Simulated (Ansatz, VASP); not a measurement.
# One calculation of Hf, two programs

Contents of INCAR:

```
  PREC = Accurate
  ENCUT = 520
  EDIFF = 1E-6
  ISMEAR = -1
  SIGMA = 0.05
  LREAL = F
  LASPH = T
  NELM = 60
  ALGO = Normal
  ISIF = 2
  LWAVE = F
  LCHARG = F
  GGA = PE
  NBANDS = 11
```

File KPOINTS:

```
regular mesh
0
Gamma
  14 14 14
```

Contents of POSCAR:

```
Hf
1.0
   -1.7869500000      1.8050000000      1.8050000000
    1.8050000000     -1.7869500000      1.8050000000
    1.8050000000      1.8050000000     -1.7869500000
Hf
1
Direct
    0.0000000000      0.0000000000      0.0000000000
```

Input for Ansatz:

```yaml
crystal:
  lattice:
    - [-1.78695, 1.805, 1.805]
    - [1.805, -1.78695, 1.805]
    - [1.805, 1.805, -1.78695]
  atoms:
    - { symbol: Hf, position: [0.0, 0.0, 0.0] }
kpoints:
  mp_grid: { grid: [14, 14, 14] }
  band_path:
    path:
      - [0.0, 0.0, 0.0]
      - [0.0, 0.0, 0.5]
      - [-0.5, 0.5, 0.5]
      - [-0.7474684983, 0.2525315017, 0.2525315017]
      - [0.2525315017, 0.2525315017, 0.2525315017]
      - [0.0, 0.0, 0.0]
      - [-0.5, 0.0, 0.5]
    npoints: 5
scf:
  occupations: { method: fermi_dirac, width: 0.05 }
hamiltonian:
  xc: pbe
  pseudopotentials: { kind: all_electron, lapw: { basis_error: 0.0005 } }
output:
  forces: true
  stress: true
  eigenvalues: true
```

Change from the starting cell: equal xy, yz and zx shear strains of +1 %.

Alike in both runs: task single point; functional PBE; k mesh 14 × 14 × 14; occupations fermi-dirac, width 0.05 eV; no spin polarisation.

|  | VASP | Ansatz |
| --- | --- | --- |
| version | VASP 6.6.1 | Ansatz 0.2.0 |
| potentials or method | VASP PAW PBE potentials, release 64 (Hf_pv), cutoff 520 eV | all-electron LAPW, scalar-relativistic |

VASP gave:

- pressure (GPa): -5.3
- traceless stress, the component that is largest in VASP (GPa): -0.49

Task: Which values does Ansatz return?

Result: Pressure (GPa): -4.9; traceless stress, the component that is largest in VASP (GPa): -0.49.

Ansatz ran all-electron here, and VASP with PAW potentials.

Neither program's run includes spin-orbit coupling.
